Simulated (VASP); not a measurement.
Runs of VASP 6.6.1 on Co. The structure is that of space group P6_3/mmc (No. 194), or close to it. The cells are those of the table. 

```tsv
level	spin	cell	k mesh	cutoff (eV)	smearing	gap on the mesh (eV)	pressure (GPa)	moment (μB)
PBEsol	collinear, ferrimagnetic start	a = 2.472, b = 2.472, c = 4.021 Å, angles 90.0, 90.0, 120.0°, 2 atoms	12 × 12 × 7	520	fermi-dirac 0.05 eV	none	-14.5	0.00
r2SCAN	collinear, ferromagnetic start	a = 2.455, b = 2.455, c = 3.994 Å, angles 90.0, 90.0, 120.0°, 2 atoms	12 × 12 × 7	520	fermi-dirac 0.05 eV	none	4.8	3.49
PBEsol	collinear, ferromagnetic start	a = 2.472, b = 2.472, c = 4.021 Å, angles 90.0, 90.0, 120.0°, 2 atoms	12 × 12 × 7	600	gaussian 0.1 eV	none	-6.7	(b)
PBEsol	non-collinear, typed start	a = 2.472, b = 2.472, c = 4.021 Å, angles 90.0, 90.0, 120.0°, 2 atoms	9 × 9 × 5	520	fermi-dirac 0.05 eV	none	(c)	3.06
PBEsol	collinear, antiferromagnetic start	a = 2.472, b = 2.472, c = 4.021 Å, angles 90.0, 90.0, 120.0°, 2 atoms	12 × 12 × 7	520	fermi-dirac 0.05 eV	none	-14.7	0.00
r2SCAN	collinear, ferromagnetic start	a = 2.505, b = 2.505, c = 4.074 Å, angles 90.0, 90.0, 120.0°, 2 atoms	12 × 12 × 7	520	fermi-dirac 0.05 eV	none	-8.2	3.58
r2SCAN	collinear, ferromagnetic start	a = 2.422, b = 2.422, c = 3.939 Å, angles 90.0, 90.0, 120.0°, 2 atoms	12 × 12 × 7	520	fermi-dirac 0.05 eV	none	15.9	(a)
PBE	collinear, ferromagnetic start	a = 2.472, b = 2.472, c = 4.021 Å, angles 90.0, 90.0, 120.0°, 2 atoms	12 × 12 × 7	600	gaussian 0.022 eV	none	3.8	(d)
```

Alike in all rows: task single point; potentials or basis VASP PAW PBE potentials, release 64 (Co).

Q: Estimate the missing entries.

A: (a) 3.40; (b) 3.19; (c) -7.5; (d) 3.21.

Caveats: the PAW data sets were made with another functional, which shifts forces and pressure a little (at least some runs); the cell stands under tension (at least some runs); the cell stands under pressure (at least some runs); the antiferromagnetic order is the one typed at the start, and another may lie lower (at least some runs).

A gap of «none» marks levels without a gap at the run's occupations.
